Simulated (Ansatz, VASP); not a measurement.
## One calculation of TiO2, two programs

POSCAR

```
TiO2
1.0
    3.4640150660      0.0000000000      0.0000000000
    0.0000000000      3.4640150660      0.0000000000
    0.0000000000      0.0000000000      5.0385871034
Ti O
2 4
Direct
    0.5000000000      0.5000000000      0.5000000000
    0.0000000000      0.0000000000      0.0000000000
    0.0000000000      0.5000000000      0.6961635351
    0.5000000000      0.0000000000      0.8038364649
    0.5000000000      0.0000000000      0.3038364649
    0.0000000000      0.5000000000      0.1961635351
```

The input INCAR.step1:

```
SYSTEM = TiO2
PREC = Accurate ; ENCUT = 520
ISMEAR = 0 ; SIGMA = 0.1
LREAL = .FALSE. ; LASPH = .TRUE.
NELM = 150 ; ISPIN = 2
MAGMOM = 1 1 0 0 0 0 ; LMAXMIX = 4
NBANDS = 37 ; GGA = PE
ALGO = Normal ; EDIFF = 1E-4
LWAVE = .TRUE. ; LCHARG = .FALSE.
```

The input INCAR.step2:

```
SYSTEM = TiO2
PREC = Accurate ; ENCUT = 520
EDIFF = 1E-7 ; ISMEAR = 0
SIGMA = 0.1 ; LREAL = .FALSE.
LASPH = .TRUE. ; NELM = 150
ALGO = Normal ; ISIF = 2
LWAVE = .FALSE. ; LCHARG = .TRUE.
ISPIN = 2 ; MAGMOM = 1 1 0 0 0 0
LORBIT = 11 ; LMAXMIX = 4
METAGGA = R2SCAN ; LMIXTAU = .TRUE.
LELF = .TRUE. ; LVHAR = .TRUE.
NBANDS = 37 ; ISTART = 1
```

File KPOINTS:

```
regular mesh
0
G
  6 6 4
  0 0 0
```

Input for Ansatz:

```yaml
crystal:
  lattice:
    - [3.464015066, 0.0, 0.0]
    - [0.0, 3.464015066, 0.0]
    - [0.0, 0.0, 5.0385871034]
  atoms:
    - { symbol: Ti, position: [0.5, 0.5, 0.5], spin: 1.0 }
    - { symbol: Ti, position: [0.0, 0.0, 0.0], spin: 1.0 }
    - { symbol: O, position: [0.0, 0.5, 0.6961635351] }
    - { symbol: O, position: [0.5, 0.0, 0.8038364649] }
    - { symbol: O, position: [0.5, 0.0, 0.3038364649] }
    - { symbol: O, position: [0.0, 0.5, 0.1961635351] }
basis:
  ecutwfc: 500
kpoints:
  mp_grid: { grid: [6, 6, 4] }
hamiltonian:
  xc: r2scan
scf:
  occupations: { method: gaussian, width: 0.1 }
  lower_state_search: "off"
output:
  forces: true
  stress: true
  eigenvalues: true
  populations: true
magnetization:
  spin_polarized: true
```

Alike in both runs: task single point; functional r2SCAN; k mesh 6 × 6 × 4; occupations gaussian, width 0.1 eV; collinear spin.

|  | VASP | Ansatz |
| --- | --- | --- |
| version | VASP 6.6.1 | Ansatz 0.2.0 |
| potentials or method | VASP PAW PBE potentials, release 64 (Ti_sv, O), cutoff 520 eV | scalar-relativistic, plane waves, PAW |
| valence electrons in the cell | 48 | 48 |

|  | VASP | Ansatz | Ansatz less VASP |
| --- | --- | --- | --- |
| gap on the k mesh at the Fermi level (eV) | 2.34 | 2.31 | -0.024 |
| least direct gap on the mesh (eV) | 2.41 | 2.38 | -0.024 |
| pressure (GPa) | -16.1 | -17.3 | -1.18 |
| traceless stress, the component that is largest in VASP (GPa) | 3.10 | 3.44 | +0.341 |
| rms of the force components (eV/Å) | 0.419 | 0.454 | +0.0349 |
| net moment per atom (μB) | 0.00 | 0.00 | 0.000 |

VASP's potentials were made for PBE, not for r2SCAN. Atom by atom the forces differ by 0.035 eV/Å (rms over components). With one functional, cell and mesh, what is left measures potentials, basis and numerics. Ansatz's warnings: seeded moment not kept, stability check not made.
